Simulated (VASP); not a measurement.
Ir:

```
CELL_PARAMETERS angstrom
4.32772 0.00000 0.00000
-2.16386 3.74791 0.00000
0.00000 0.00000 2.68318
ATOMIC_POSITIONS crystal
Ir 0.00000 0.00000 0.00000
Ir 0.33333 0.66667 0.50000
Ir 0.66667 0.33333 0.50000
```

This isn't the form of Ir at room conditions, which is fcc.

```yaml
Program: VASP 6.6.1
Task: relaxation of cell and atoms
Functional: PBE
Potentials_or_basis: VASP PAW PBE potentials, release 64 (Ir)
Cutoff: 500 eV
k_mesh: 8 × 8 × 11
Occupations: fermi-dirac, width 0.08 eV
Spin: no spin polarisation
```

At the start: pressure 11.5 GPa; volume 14.51 Å³/atom.

Task: How do energy, volume and symmetry change on relaxing?

Result: Over 9 steps the energy falls by 17.2 meV/atom and the volume is 14.98 Å³/atom (+3.3 %); space group P6/mmm (No. 191, to 0.1 Å) before and after.

Step by step:
```tsv
step	energy change (eV)	largest force (eV/Å)	pressure (GPa)	volume (Å³)
1	0.0000	0.0000	11.53	43.52
2	0.4870	0.0000	-27.57	50.43
3	-0.0513	0.0000	-0.62	45.05
4	-0.0515	0.0000	-0.10	44.97
5	-0.0515	0.0000	0.11	44.95
6	-0.0516	0.0000	0.22	44.92
7	-0.0517	0.0000	0.18	44.93
8	-0.0516	0.0000	-0.45	45.02
9	-0.0517	0.0000	0.01	44.95
```

Final structure:
```
Ir
1.0
     4.38309    0.00000    0.00000
    -2.19154    3.79587    0.00000
     0.00000    0.00000    2.70181
Ir
3
Direct
  0.00000 0.00000 0.00000
  0.33333 0.66667 0.50000
  0.66667 0.33333 0.50000
```
